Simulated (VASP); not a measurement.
# H6C2O in VASP: further runs, part 2 of 2

VASP 6.6.1.

## 3. Single point, PBE+D3(BJ)

INCAR reads:

```
SYSTEM = H6C2O
ALGO     = Normal         ! electronic algorithm
EDIFF    = 1E-6           ! SCF threshold, eV
ENCUT    = 520            ! plane-wave cutoff, eV
GGA      = PE             ! functional
ISIF     = 2              ! what is computed and relaxed
ISMEAR   = -1             ! smearing method
IVDW     = 12             ! dispersion correction
LASPH    = .True.         ! aspherical terms in the spheres
LCHARG   = .False.        ! write CHGCAR
LREAL    = Auto         
LWAVE    = .False.        ! write WAVECAR
NBANDS   = 64             ! bands
NELM     = 60             ! most SCF steps
PREC     = Accurate       ! precision mode
SIGMA    = 0.02           ! smearing width, eV
```

KPOINTS reads:

```
k-points
0
Gamma
  1 1 1
  0 0 0
```

POSCAR reads:

```
H6C2O
1.0
    7.2936330000      0.0000000000      0.0000000000
    0.0000000000      7.2936330000      0.0000000000
    0.0000000000      0.0000000000      7.2936330000
C O H
8 4 24
Direct
    0.4779511116      0.7701100398     -0.0311093251
    0.4288946263      0.6332098146      0.1090677307
    0.7217116628      0.7083438391      0.4549721654
    0.9093410650      0.7490505760      0.5362348229
    0.3516628819      0.1304288274      0.4999017636
    0.3718859997      0.1344597404      0.6991577448
    1.0122527415      0.3387749288     -0.0691836291
    0.9453313596      0.2892797046      0.1163069214
    0.4801585163      0.4524082854      0.1040633660
    0.9452902278      0.9445772772      0.5720743010
    0.4802544905      0.2780644433      0.7780896023
    1.0479139820      0.1424667241      0.1979260541
    0.3681292985      0.3826351011      0.1397657381
    0.5112678414      0.7001449072      0.2195476520
    0.2703316715      0.6415184312      0.1359541946
    0.4240684992      0.9037608555      0.0181391085
    0.6373367018      0.7772258352      0.0033179624
    0.4675721962      0.7321179994     -0.1779634374
    0.8924907519      0.9695168375      0.6936186671
    0.9317304559      0.6907668647      0.6848438906
    0.9994333414      0.6918500012      0.4428245841
    0.7044089002      0.5570063643      0.4778002951
    0.6302894593      0.7696713010      0.5623123620
    0.7424557830      0.7635975103      0.3143700814
    0.3864740658      0.3689382232      0.8083214497
    0.2188072803      0.1089580460      0.7549324185
    0.4286889675      0.0095425695      0.7540000984
    0.2884022270     -0.0042228612      0.4657486879
    0.2482713347      0.2388658711      0.4521340737
    0.4846418787      0.1274947615      0.4462385206
    1.0365341936      0.1358582205      0.3321390040
    0.9424110042      0.4114136261      0.1884246164
    0.8039066402      0.2450493465      0.1072305119
    0.9688450187      0.2247713862     -0.1531198512
    0.9236549193      0.4604838220     -0.1116864531
    1.1530330632      0.3979361177     -0.0824828998
```

Potentials or basis: VASP PAW PBE potentials, release 64 (C, O, H).

Started as:

```
$ cat potpaw_PBE.64/C/POTCAR potpaw_PBE.64/O/POTCAR potpaw_PBE.64/H/POTCAR > POTCAR
$ mpirun -np 1 vasp_gam > vasp.out
```

OUTCAR:

```text
SYSTEM = H6C2O
   EDIFF = 1E-6
   ENCUT = 520
   GGA = PE
   ISIF = 2
   ISMEAR = -1
   IVDW = 12
   LASPH = .True.
   LREAL = Auto
   NELM = 60
   PREC = Accurate
 IVDW          = 12

 ion  position               nearest neighbor table
   1  0.478  0.770  0.969-  18 1.11  16 1.11  17 1.19   2 1.47
   2  0.429  0.633  0.109-  14 1.12  15 1.17   9 1.37   1 1.47
   3  0.722  0.708  0.455-  24 1.11  23 1.12  22 1.12   4 1.52
   4  0.909  0.749  0.536-  21 1.03  20 1.18  10 1.47   3 1.52
   5  0.352  0.130  0.500-  30 1.05  28 1.11  29 1.15   6 1.46
   6  0.372  0.134  0.699-  27 1.08  26 1.20  11 1.43   5 1.46
   7  0.012  0.339  0.931-  34 1.08  36 1.12  35 1.14   8 1.48
   8  0.945  0.289  0.116-  32 1.03  33 1.08  12 1.44   7 1.48
   9  0.480  0.452  0.104-  13 1.00   2 1.37
  10  0.945  0.945  0.572-  19 0.98   4 1.47
  11  0.480  0.278  0.778-  25 0.98   6 1.43
  12  0.048  0.142  0.198-  31 0.98   8 1.44
  13  0.368  0.383  0.140-   9 1.00
  14  0.511  0.700  0.220-   2 1.12
  15  0.270  0.642  0.136-   2 1.17
  16  0.424  0.904  0.018-   1 1.11
  17  0.637  0.777  0.003-   1 1.19
[... 17 lines left out ...]
  35  0.924  0.460  0.888-   7 1.14
  36  0.153  0.398  0.918-   7 1.12

  LATTYP: Found a simple cubic cell.
 ALAT       =     7.2936330000

  Lattice vectors:

 A1 = (   7.2936330000,   0.0000000000,   0.0000000000)
 A2 = (   0.0000000000,   7.2936330000,   0.0000000000)
 A3 = (   0.0000000000,   0.0000000000,   7.2936330000)

Analysis of symmetry for initial positions (statically):
=====================================================================
 Subroutine PRICEL returns:
 Original cell was already a primitive cell.

 Routine SETGRP: Setting up the symmetry group for a
 simple cubic supercell.

 Subroutine GETGRP returns: Found  1 space group operations
 (whereof  1 operations were pure point group operations)
 out of a pool of 48 trial point group operations.

The static configuration has the point symmetry C_1 .

[... 179 lines left out ...]
  Thomas-Fermi vector in A             =   2.097013
   LORBIT       =      0    0 simple, 1 ext, 2 COOP (PROOUT), +10 PAW based schemes
   GGA     = PE    functional components
   LHFCALC =     F    Hartree Fock is set to
   AEXX    =    0.0000 exact exchange contribution
   IVDW    =    12    specifies the selected vdW correction
   LEPSILON=     F    determine dielectric tensor
   LRPA    =     F    only Hartree local field effects (RPA)
 non-spin polarized calculation
  energy-cutoff  :      520.00
  volume of cell :      388.00
 maximum number of plane-waves:      5198
 NGX is ok and might be reduce to    54
   NGX = 27   NGY = 27   NGZ = 27

 number of electron      79.9999986 magnetization

 Free energy of the ion-electron system (eV)
  ---------------------------------------------------
  ext. energy  EPLUGINS =         0.00000000
  ---------------------------------------------------
  free energy    TOTEN  =      -184.59962011 eV

  energy without entropy =     -184.59962011  energy(sigma->0) =     -184.59962011

 E-fermi :  -2.1076     XC(G=0):  -6.4749

 val. band max:       -2.6703825275   @ k =   0.0000   0.0000   0.0000
 cond. band min:       1.6359791196   @ k =   0.0000   0.0000   0.0000
 fundamental gap:      4.3063616471
 Fermi energy:        -2.1076337085

 k-point     1 :       0.0000    0.0000    0.0000
  band No.  band energies     occupation
      1     -22.7885      2.00000
      2     -22.3288      2.00000
      3     -22.0634      2.00000
      4     -21.9957      2.00000
      5     -15.8805      2.00000
      6     -15.8489      2.00000
[... 44 lines left out ...]
     51       5.0831      0.00000
     52       5.3522      0.00000
 [bands above 52 left out]

------------------------ aborting loop because EDIFF is reached ----------------------------------------

 Edisp (eV)   -1.30018

 E8    (eV) :    -0.2835

  FORCE on cell =-STRESS in cart. coord.  units (eV):
  Direction    XX          YY          ZZ          XY          YZ          ZX
  --------------------------------------------------------------------------------------
  -------------------------------------------------------------------------------------
  Total      -3.61348     1.88063     6.20427    -2.94093     2.90460    -2.55760
  in kB     -14.92124     7.76573    25.61945   -12.14403    11.99404   -10.56114
  external pressure =        6.15 kB  Pullay stress =        0.00 kB

 VOLUME and BASIS-vectors are now :
 -----------------------------------------------------------------------------
  energy-cutoff  :      520.00
  volume of cell :      388.00
      direct lattice vectors                 reciprocal lattice vectors
     7.293633000  0.000000000  0.000000000     0.137105884  0.000000000  0.000000000
     0.000000000  7.293633000  0.000000000     0.000000000  0.137105884  0.000000000
     0.000000000  0.000000000  7.293633000     0.000000000  0.000000000  0.137105884

 POSITION                                       TOTAL-FORCE (eV/Angst)
 -----------------------------------------------------------------------------------
      3.48600      5.61690      7.06673         3.479015     -0.098166     -0.608096
      3.12820      4.61840      0.79550        -2.715696      1.948719      2.629905
      5.26390      5.16640      3.31840         0.958636     -0.079979      2.287225
      6.63240      5.46330      3.91110        -0.876121      0.566138      4.093096
      2.56490      0.95130      3.64610        -2.252139     -0.087968     -0.452774
      2.71240      0.98070      5.09940        -2.357908     -1.451919      2.118348
[... 28 lines left out ...]
      6.73680      3.35860      6.47903         0.392181     -0.944141      0.117823
      1.11617      2.90240      6.69203        -0.404228     -0.907856      0.155712
 -----------------------------------------------------------------------------------
    total drift:                                0.004889      0.005672     -0.015780

  FREE ENERGIE OF THE ION-ELECTRON SYSTEM (eV)
  ---------------------------------------------------
  free  energy   TOTEN  =      -185.8997955131 eV

  energy  without entropy=     -185.8997955131  energy(sigma->0) =     -185.89979551
```

OSZICAR:

```text
N       E                     dE             d eps       ncg     rms          rms(c)
DAV:   1     0.538223119637E+03    0.53822E+03   -0.39916E+04   128   0.111E+03
DAV:   2    -0.136996011263E+03   -0.67522E+03   -0.63768E+03   168   0.258E+02
DAV:   3    -0.202013802495E+03   -0.65018E+02   -0.64515E+02   160   0.862E+01
DAV:   4    -0.203448207847E+03   -0.14344E+01   -0.14308E+01   168   0.145E+01
DAV:   5    -0.203483381002E+03   -0.35173E-01   -0.35144E-01   160   0.214E+00    0.235E+01
DAV:   6    -0.187210806129E+03    0.16273E+02   -0.29772E+01   152   0.182E+01    0.114E+01
DAV:   7    -0.184998495934E+03    0.22123E+01   -0.46797E+00   168   0.778E+00    0.601E+00
DAV:   8    -0.184606989736E+03    0.39151E+00   -0.11506E+00   152   0.466E+00    0.118E+00
DAV:   9    -0.184588385000E+03    0.18605E-01   -0.16559E-01   160   0.197E+00    0.568E-01
DAV:  10    -0.184598120000E+03   -0.97350E-02   -0.44354E-02   144   0.808E-01    0.284E-01
DAV:  11    -0.184598459445E+03   -0.33945E-03   -0.59245E-03   152   0.394E-01    0.168E-01
DAV:  12    -0.184599579663E+03   -0.11202E-02   -0.37423E-03   144   0.266E-01    0.546E-02
DAV:  13    -0.184599613351E+03   -0.33688E-04   -0.74026E-04   152   0.130E-01    0.360E-02
DAV:  14    -0.184599616834E+03   -0.34830E-05   -0.15418E-04   144   0.537E-02    0.152E-02
DAV:  15    -0.184599619934E+03   -0.30995E-05   -0.32369E-05   152   0.275E-02    0.662E-03
DAV:  16    -0.184599620111E+03   -0.17693E-06   -0.54672E-06   152   0.132E-02
   1 F= -.18589980E+03 E0= -.18589980E+03  d E =-.702364E-12
```

It took 83 s on 1 thread of Intel Xeon 8259CL, shared host; peak memory 0.35 GiB.

Results:

| Property | Result |
| --- | --- |
| Free energy | -185.8998 eV |
| Pressure | 0.6 GPa |
| Largest force | 4.253 eV/Å |
| Band gap on the k mesh | 4.31 eV |
| Dispersion energy per atom | -0.036 eV |

Forces in eV/Å, atoms in the order of the input:
```
C    3.479 -0.098 -0.608
C   -2.716  1.949  2.630
C    0.959 -0.080  2.287
C   -0.876  0.566  4.093
C   -2.252 -0.088 -0.453
C   -2.358 -1.452  2.118
C   -1.013  1.621 -0.699
C   -0.019 -1.518  0.088
O   -0.568 -2.145 -0.391
O   -0.199 -0.242 -0.453
O   -1.330  0.117 -0.520
O    0.657  0.063 -0.012
H    1.258  0.157 -0.295
H   -1.391 -0.492  0.691
H    1.557  0.101  0.042
H   -0.043 -0.419 -0.688
H   -1.493  0.434 -1.267
H   -0.461  0.414  0.370
H    0.151 -0.057 -0.618
H   -0.336 -0.173 -1.936
H    2.370 -0.392 -1.167
H   -0.126  0.591 -0.980
H   -0.408  0.202 -1.498
H   -1.246 -0.270  0.414
H    0.749  0.271  0.213
H    2.019  1.177 -0.143
H    0.727 -0.529 -0.318
H    0.088  0.377 -0.032
H    1.498 -0.631  0.057
H    1.512  0.621 -1.534
H   -0.401  0.071 -0.482
H    0.218  1.890  2.107
H   -0.730 -0.029 -0.244
H    0.735 -0.152 -1.046
H    0.392 -0.944  0.118
H   -0.404 -0.908  0.156
```

Caveat: the k points lie up to 0.86 Å⁻¹ apart.
